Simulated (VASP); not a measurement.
# TiS2 (P-3m1) in VASP: further runs

Runs on TiS2. Level: PBE. Tasks: single point, relaxation of cell and atoms.

Program: VASP 6.6.1. These are calculated values, not measurements. Logs are shortened: lines on timing, memory, paths and dates and some standing lists are left out, and cuts for length are marked.

## Step 1: The cell of the first run

The structure is trigonal, space group P-3m1 (No. 164). Conventional cell: a = 3.415 Å, b = 3.415 Å, c = 6.540 Å, α = 90.00°, β = 90.00°, γ = 120.00°. Within 3.2 Å of Ti (site symmetry -3m) lie 6 S at 2.43 Å. Within 3.2 Å of S (site symmetry 3m) lie 3 Ti at 2.43 Å.

## Step 2: Single point, PBE

Contents of INCAR:

```
PREC     = Accurate       # precision mode
ENCUT    = 500            # plane-wave cutoff, eV
EDIFF    = 1E-6           # SCF threshold, eV
ISMEAR   = 0              # smearing method
SIGMA    = 0.1            # smearing width, eV
LREAL    = False          # projectors in reciprocal space
LASPH    = True           # aspherical terms in the spheres
NELM     = 120            # most SCF steps
ALGO     = Normal         # electronic algorithm
ISIF     = 2              # what is computed and relaxed
LWAVE    = False          # write WAVECAR
LCHARG   = True           # write CHGCAR
GGA      = PE             # functional
LELF     = True           # ELF
LVHAR    = True         
NBANDS   = 19             # bands
GGA_COMPAT= False
```

Contents of KPOINTS:

```
Automatic mesh
0
Gamma
  12 12 8
```

Contents of POSCAR:

```
TiS2
1.0
    3.4148327705      0.0000000000      0.0000000000
   -1.7074163853      2.9573319289      0.0000000000
    0.0000000000      0.0000000000      6.5400591341
Ti S
1 2
Direct
    0.0000000000      0.0000000000      0.0000000000
    0.3333333333      0.6666666667      0.2170021413
    0.6666666667      0.3333333333      0.7829978587
```

Potentials or basis: VASP PAW PBE potentials, release 64 (Ti_sv, S).

On the command line:

```
> cat potpaw_PBE.64/Ti_sv/POTCAR potpaw_PBE.64/S/POTCAR > POTCAR
> mpirun -np 1 vasp_std > vasp.out
```

OUTCAR:

```text
PREC = Accurate
   ENCUT = 500
   EDIFF = 1E-6
   ISMEAR = 0
   LREAL = False
   LASPH = True
   NELM = 120
   ISIF = 2
   GGA = PE

 ion  position               nearest neighbor table
   1  0.000  0.000  0.000-   2 2.43   3 2.43   3 2.43   2 2.43   3 2.43   2 2.43
   2  0.333  0.667  0.217-   1 2.43   1 2.43   1 2.43
   3  0.667  0.333  0.783-   1 2.43   1 2.43   1 2.43

  LATTYP: Found a hexagonal cell.
 ALAT       =     3.4148327705
 C/A-ratio  =     1.9151916283

  Lattice vectors:

 A1 = (   3.4148327705,   0.0000000000,   0.0000000000)
 A2 = (  -1.7074163853,   2.9573319289,   0.0000000000)
 A3 = (   0.0000000000,   0.0000000000,   6.5400591341)

Analysis of symmetry for initial positions (statically):
=====================================================================
 Subroutine PRICEL returns:
 Original cell was already a primitive cell.

 Routine SETGRP: Setting up the symmetry group for a
 hexagonal supercell.

 Subroutine GETGRP returns: Found 12 space group operations
 (whereof 12 operations were pure point group operations)
 out of a pool of 24 trial point group operations.

The static configuration has the point symmetry D_3d.

Analysis of symmetry for dynamics (positions and initial velocities):
=====================================================================
 Subroutine PRICEL returns:
 Original cell was already a primitive cell.

 Routine SETGRP: Setting up the symmetry group for a
 hexagonal supercell.

 Subroutine GETGRP returns: Found 12 space group operations
 (whereof 12 operations were pure point group operations)
 out of a pool of 24 trial point group operations.

The dynamic configuration has the point symmetry D_3d.

 Subroutine INISYM returns: Found 12 space group operations
 (whereof 12 operations are pure point group operations),
 and found     1 'primitive' translations

----------------------------------------------------------------------------------------

                                     Primitive cell

  volume of cell :      66.0467

  direct lattice vectors                    reciprocal lattice vectors
     3.414832770  0.000000000  0.000000000     0.292840109  0.169071316  0.000000000
    -1.707416385  2.957331929  0.000000000     0.000000000  0.338142631  0.000000000
     0.000000000  0.000000000  6.540059134     0.000000000  0.000000000  0.152903816

  length of vectors
     3.414832770  3.414832771  6.540059134     0.338142631  0.338142631  0.152903816

  position of ions in fractional coordinates (direct lattice)
     0.000000000  0.000000000  0.000000000
     0.333333333  0.666666667  0.217002141
     0.666666667  0.333333333  0.782997859

  ion indices of the primitive-cell ions
   primitive index   ion index
                 1           1
                 2           2
                 3           3

----------------------------------------------------------------------------------------

 KPOINTS: Automatic mesh

Automatic generation of k-mesh.
 Grid dimensions read from file:
 generate k-points for:   12   12    8

 Generating k-lattice:

  Cartesian coordinates                     Fractional coordinates (reciprocal lattice)
     0.024403342  0.014089276  0.000000000     0.083333333 -0.000000000  0.000000000
     0.000000000  0.028178553  0.000000000     0.000000000  0.083333333  0.000000000
     0.000000000  0.000000000  0.019112977     0.000000000  0.000000000  0.125000000

  Length of vectors
     0.028178553  0.028178553  0.019112977

  Shift w.r.t. Gamma in fractional coordinates (k-lattice)
     0.000000000  0.000000000  0.000000000

 Subroutine IBZKPT returns following result:
 ===========================================

 Found    131 irreducible k-points:

 Following reciprocal coordinates:
            Coordinates               Weight
  0.000000  0.000000  0.000000      1.000000
  0.083333  0.000000  0.000000      6.000000
  0.166667 -0.000000  0.000000      6.000000
  0.250000  0.000000  0.000000      6.000000
  0.333333  0.000000  0.000000      6.000000
  0.416667 -0.000000  0.000000      6.000000
[... 16 lines left out ...]
  0.166667 -0.000000  0.125000      6.000000
  0.000000  0.166667  0.125000      6.000000
 [... further k-points ...]
   k-points           NKPTS =    131   k-points in BZ     NKDIM =    131   number of bands    NBANDS=     19
   number of dos      NEDOS =    301   number of ions     NIONS =      3
   total plane-waves  NPLWV =  37632
   dimension x,y,z NGX =    28 NGY =   28 NGZ =   48
   dimension x,y,z NGXF=    56 NGYF=   56 NGZF=   96
   ions per type =               1   2
   NGX,Y,Z   is equivalent  to a cutoff of  13.63, 13.63, 12.20 a.u.
   NGXF,Y,Z  is equivalent  to a cutoff of  27.26, 27.26, 24.40 a.u.
 SYSTEM =  unknown system
   PREC   = accura    normal or accurate (medium, high low for compatibility)
   ISTART =      0    job   : 0-new  1-cont  2-samecut
   ICHARG =      2    charge: 1-file 2-atom 10-const
   ISPIN  =      1    spin polarized calculation?
   LNONCOLLINEAR =      F non collinear calculations
   LSORBIT =      F    spin-orbit coupling
   LASPH  =      T    aspherical Exc in radial PAW
   ENCUT  =  500.0 eV  36.75 Ry    6.06 a.u.   6.23  6.23 11.92*2*pi/ulx,y,z
   NELM   =    120;   NELMIN=  2; NELMDL= -5     # of ELM steps
   EDIFF  = 0.1E-05   stopping-criterion for ELM
   LREAL  =      F    real-space projection
   EDIFFG = 0.1E-04   stopping-criterion for IOM
   NSW    =      0    number of steps for IOM
   IBRION =     -1    ionic relax: 0-MD 1-quasi-New 2-CG
   NFREE  =      0    steps in history (QN), initial steepest desc. (CG)
   ISIF   =      2    stress and relaxation
   ISYM   =      2    0-nonsym 1-usesym 2-fastsym
   POTIM  = 0.5000    time-step for ionic-motion
   TEBEG  =    0.0;   TEEND  =   0.0 temperature during run
   PSTRESS=    0.0 pullay stress
   NELECT =      24.0000    total number of electrons
   NUPDOWN=      -1.0000    fix difference up-down
   EMIN   =  10.00;   EMAX   =-10.00  energy-range for DOS
   EFERMI =   0.00;   METHOD = LEGACY
   ISMEAR =     0;   SIGMA  =   0.10  broadening in eV -4-tet -1-fermi 0-gaus
   EFERMI_NEDOS =   21; number of points for ismear=-14 and -15
   IALGO  =     38    algorithm
   IMIX   =      4    mixing-type and parameters
     AMIX     =   0.40;   BMIX     =  1.00
     AMIX_MAG =   1.60;   BMIX_MAG =  1.00
  volume/ion in A,a.u.               =      22.02       148.57
  Fermi-wavevector in a.u.,A,eV,Ry     =   1.168230  2.207634 18.568690  1.364760
  Thomas-Fermi vector in A             =   2.304719
   LORBIT       =      0    0 simple, 1 ext, 2 COOP (PROOUT), +10 PAW based schemes
   GGA     = PE    functional components
   LHFCALC =     F    Hartree Fock is set to
   AEXX    =    0.0000 exact exchange contribution
   IVDW    =     0    specifies the selected vdW correction
   LEPSILON=     F    determine dielectric tensor
   LRPA    =     F    only Hartree local field effects (RPA)
 non-spin polarized calculation
 Gauss-broadening in eV      SIGMA  =   0.10
  energy-cutoff  :      500.00
  volume of cell :       66.05
 maximum number of plane-waves:      1703
 NGX is ok and might be reduce to    28
   NGX = 13   NGY = 13   NGZ = 23

 number of electron      24.0000000 magnetization

 Free energy of the ion-electron system (eV)
  ---------------------------------------------------
  ext. energy  EPLUGINS =         0.00000000
  ---------------------------------------------------
  free energy    TOTEN  =       -19.96599857 eV

  energy without entropy =      -19.96373683  energy(sigma->0) =      -19.96486770

 E-fermi :   3.9591     XC(G=0):  -9.1818

 val. band max:        3.9579087902   @ k =   0.0000   0.0000   0.3750
 cond. band min:       3.9654293830   @ k =   0.5000   0.0000   0.5000
 fundamental gap:      0.0075205928
 Fermi energy:         3.9590688012

 k-point     1 :       0.0000    0.0000    0.0000
  band No.  band energies     occupation
      1     -53.7573      2.00000
      2     -29.9805      2.00000
      3     -29.9315      2.00000
      4     -29.9315      2.00000
      5      -9.5942      2.00000
      6      -8.2898      2.00000
[... 11 lines left out ...]
     18      10.0401      0.00000
     19      10.2866      0.00000

 k-point     2 :       0.0833    0.0000    0.0000
  band No.  band energies     occupation
      1     -53.7565      2.00000
      2     -29.9788      2.00000
      3     -29.9399      2.00000
      4     -29.9334      2.00000
      5      -9.5142      2.00000
      6      -8.2661      2.00000
[... 11 lines left out ...]
     18      10.3197      0.00000
     19      10.7544      0.00000

 k-point     3 :       0.1667   -0.0000    0.0000
  band No.  band energies     occupation
      1     -53.7544      2.00000
      2     -29.9744      2.00000
      3     -29.9630      2.00000
      4     -29.9386      2.00000
      5      -9.2852      2.00000
      6      -8.2006      2.00000
[... 11 lines left out ...]
     18      10.9006      0.00000
     19      11.5738      0.00000

 k-point     4 :       0.2500    0.0000    0.0000
  band No.  band energies     occupation
      1     -53.7515      2.00000
      2     -29.9947      2.00000
      3     -29.9679      2.00000
      4     -29.9458      2.00000
      5      -8.9430      2.00000
      6      -8.1092      2.00000
[... 11 lines left out ...]
     18      11.2053      0.00000
     19      11.8506      0.00000

 k-point     5 :       0.3333    0.0000    0.0000
  band No.  band energies     occupation
      1     -53.7486      2.00000
      2     -30.0259      2.00000
      3     -29.9617      2.00000
      4     -29.9530      2.00000
      5      -8.5551      2.00000
      6      -8.0161      2.00000
[... 11 lines left out ...]
     18      10.8942      0.00000
     19      11.6815      0.00000

 k-point     6 :       0.4167   -0.0000    0.0000
  band No.  band energies     occupation
      1     -53.7464      2.00000
      2     -30.0486      2.00000
      3     -29.9583      2.00000
      4     -29.9572      2.00000
      5      -8.2292      2.00000
      6      -7.9481      2.00000
[... 11 lines left out ...]
     18      10.6148      0.00000
     19      11.0171      0.00000

 k-point     7 :       0.5000    0.0000    0.0000
  band No.  band energies     occupation
      1     -53.7457      2.00000
      2     -30.0569      2.00000
      3     -29.9602      2.00000
      4     -29.9555      2.00000
      5      -8.0964      2.00000
      6      -7.9249      2.00000
[... 11 lines left out ...]
     18      10.5085      0.00000
     19      10.8322      0.00000

 k-point     8 :       0.0833    0.0833    0.0000
  band No.  band energies     occupation
      1     -53.7551      2.00000
      2     -29.9757      2.00000
      3     -29.9553      2.00000
      4     -29.9374      2.00000
      5      -9.3596      2.00000
      6      -8.2215      2.00000
[... 256 lines left out ...]
 k-point    20 :       0.0000    0.0000    0.1250
  band No.  band energies     occupation
      1     -53.7573      2.00000
      2     -29.9805      2.00000
      3     -29.9315      2.00000
      4     -29.9315      2.00000
      5      -9.5847      2.00000
      6      -8.3064      2.00000
[... 11 lines left out ...]
     18      10.1295      0.00000
     19      10.3621      0.00000

 k-point    21 :       0.0833    0.0000    0.1250
  band No.  band energies     occupation
      1     -53.7565      2.00000
      2     -29.9788      2.00000
      3     -29.9399      2.00000
      4     -29.9334      2.00000
      5      -9.5047      2.00000
      6      -8.2823      2.00000
[... 11 lines left out ...]
     18      10.4234      0.00000
     19      10.7952      0.00000

 k-point    22 :       0.0000    0.0833    0.1250
  band No.  band energies     occupation
      1     -53.7565      2.00000
      2     -29.9788      2.00000
      3     -29.9399      2.00000
      4     -29.9334      2.00000
      5      -9.5049      2.00000
      6      -8.2820      2.00000
[... 11 lines left out ...]
     18      10.4176      0.00000
     19      10.8226      0.00000

 k-point    23 :       0.1667   -0.0000    0.1250
  band No.  band energies     occupation
      1     -53.7544      2.00000
      2     -29.9744      2.00000
      3     -29.9630      2.00000
      4     -29.9386      2.00000
      5      -9.2755      2.00000
      6      -8.2161      2.00000
[... 11 lines left out ...]
     18      10.9271      0.00000
     19      11.5984      0.00000

 k-point    24 :       0.0000    0.1667    0.1250
  band No.  band energies     occupation
      1     -53.7544      2.00000
      2     -29.9744      2.00000
      3     -29.9630      2.00000
      4     -29.9386      2.00000
      5      -9.2769      2.00000
      6      -8.2136      2.00000
[... 11 lines left out ...]
     18      11.0472      0.00000
     19      11.6053      0.00000

 [... further k-points ...]
[... 5 lines left out ...]
  --------------------------------------------------------------------------------------
  -------------------------------------------------------------------------------------
  Total       -0.0337664     -0.0337664      0.0243713      0.0000000      0.0000000     -0.0000000
  in kB       -0.8191129     -0.8191129      0.5912045      0.0000000      0.0000000     -0.0000000
  external PRESSURE =      -0.3490071 kB  Pullay stress =       0.0000000 kB

 VOLUME and BASIS-vectors are now :
 -----------------------------------------------------------------------------
  energy-cutoff  :      500.00
  volume of cell :       66.05
      direct lattice vectors                 reciprocal lattice vectors
     3.414832770  0.000000000  0.000000000     0.292840109  0.169071316  0.000000000
    -1.707416385  2.957331929  0.000000000     0.000000000  0.338142631  0.000000000
     0.000000000  0.000000000  6.540059134     0.000000000  0.000000000  0.152903816

 POSITION                                       TOTAL-FORCE (eV/Angst)
 -----------------------------------------------------------------------------------
      0.00000      0.00000      0.00000        -0.000000      0.000000      0.000000
     -0.00000      1.97155      1.41921         0.000000     -0.000000      0.009548
      1.70742      0.98578      5.12085         0.000000      0.000000     -0.009548
 -----------------------------------------------------------------------------------
    total drift:                               -0.000000     -0.000000      0.000000

  FREE ENERGIE OF THE ION-ELECTRON SYSTEM (eV)
  ---------------------------------------------------
  free  energy   TOTEN  =       -19.9659985739 eV

  energy  without entropy=      -19.9637368343  energy(sigma->0) =      -19.96486770
```

Run time: 4 min. Hardware: 1 thread of Intel Xeon Platinum 8375C at 2.90GHz (Ice Lake), shared host; peak memory 0.29 GiB.

What came out:

| Quantity | Value |
| --- | --- |
| Free energy | -19.9660 eV |
| Pressure | 0.0 GPa |
| Largest force | 0.010 eV/Å |
| Band gap on the k mesh | zero (bands 12 and 13 overlap by 0.02 eV) |

Forces in eV/Å, atoms in the order of the input:
```
Ti   0.000  0.000  0.000
S    0.000  0.000  0.010
S    0.000  0.000 -0.010
```

Stress tensor (GPa, compression positive):
```
-0.08  0.00  0.00
 0.00 -0.08  0.00
 0.00  0.00  0.06
```

Caveat: this functional lacks dispersion, which binds layers or chains, so the pressure and a relaxed spacing across them are unreliable.

(Part 1 of 2 ends here.)
